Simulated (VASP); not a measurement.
Write the native input for VASP 6.6.1 that does the following.

* Task: single point
* Functional: PBE0
* Potentials or basis: VASP PAW PBE potentials, release 64 (Mn_pv, S)
* Cutoff: 520 eV
* k mesh: 6 × 6 × 6
* Occupations: fermi-dirac, width 0.05 eV
* Spin: collinear spin, ferromagnetic start
* Starting moments: [4.0, 0.0] μB
* Dipole correction: no
* Grid for exact exchange (PRECFOCK): Normal
* Further INCAR settings: ALGO = Normal; EDIFF = 1e-06; NBANDS = 20
* Share of exact exchange: 0.25

The system is MnS.

```
CELL_PARAMETERS angstrom
0.00000 2.47346 2.47346
2.47346 0.00000 2.47346
2.47346 2.47346 0.00000
ATOMIC_POSITIONS crystal
Mn 0.00000 0.00000 0.00000
S 0.75000 0.75000 0.75000
```

The input as run:

POSCAR

```
MnS
1.0
    0.0000000000      2.4734634191      2.4734634191
    2.4734634191      0.0000000000      2.4734634191
    2.4734634191      2.4734634191      0.0000000000
Mn S
1 1
Direct
    0.0000000000      0.0000000000      0.0000000000
    0.7500000000      0.7500000000      0.7500000000
```

INCAR.step1

```
SYSTEM = MnS
ALGO = Normal
EDIFF = 1E-5
ENCUT = 520
GGA = PE
ISIF = 2
ISMEAR = -1
ISPIN = 2
KPAR = 2
LASPH = .TRUE.
LMAXMIX = 4
LORBIT = 11
LREAL = .FALSE.
LWAVE = .TRUE.
MAGMOM = 4 0
NBANDS = 20
NELM = 150
PREC = Accurate
SIGMA = 0.05
```

INCAR.step2

```
SYSTEM = MnS
AEXX = 0.25
ALGO = Normal
EDIFF = 1E-6
ENCUT = 520
GGA = PE
ISIF = 2
ISMEAR = -1
ISPIN = 2
ISTART = 1
KPAR = 2
LASPH = .TRUE.
LCHARG = .TRUE.
LHFCALC = .TRUE.
LMAXMIX = 4
LORBIT = 11
LREAL = .FALSE.
LVHAR = .TRUE.
LWAVE = .FALSE.
MAGMOM = 4 0
NBANDS = 20
NELM = 150
PREC = Accurate
PRECFOCK = Normal
SIGMA = 0.05
```

KPOINTS

```
k-points
0
G
  6 6 6
  0 0 0
```

Potentials or basis: VASP PAW PBE potentials, release 64 (Mn_pv, S).

Run with:

```sh
$ cat potpaw_PBE.64/Mn_pv/POTCAR potpaw_PBE.64/S/POTCAR > POTCAR
$ cp INCAR.step1 INCAR
$ mpirun -np 2 vasp_std > vasp.out
$ cp INCAR.step2 INCAR
$ mpirun -np 2 vasp_std > vasp.out
```

Results of the run:

* Pressure: 4.7 GPa
* Net moment: 0.31 μB per cell
* Site moments: Mn +0.30; S -0.05 μB
* Valence electrons inside the program's atomic spheres: Mn 12.04; S 3.80

Caveat: the k points lie up to 0.37 Å⁻¹ apart; the PAW data sets were made with another functional, which shifts forces and pressure a little.

Wall time 68 min on 2 MPI ranks on Intel(R) Xeon(R) Platinum 8259CL CPU @ 2.50GHz (Skylake/Cascade Lake), on a shared host, peak memory 0.19 GiB a rank.
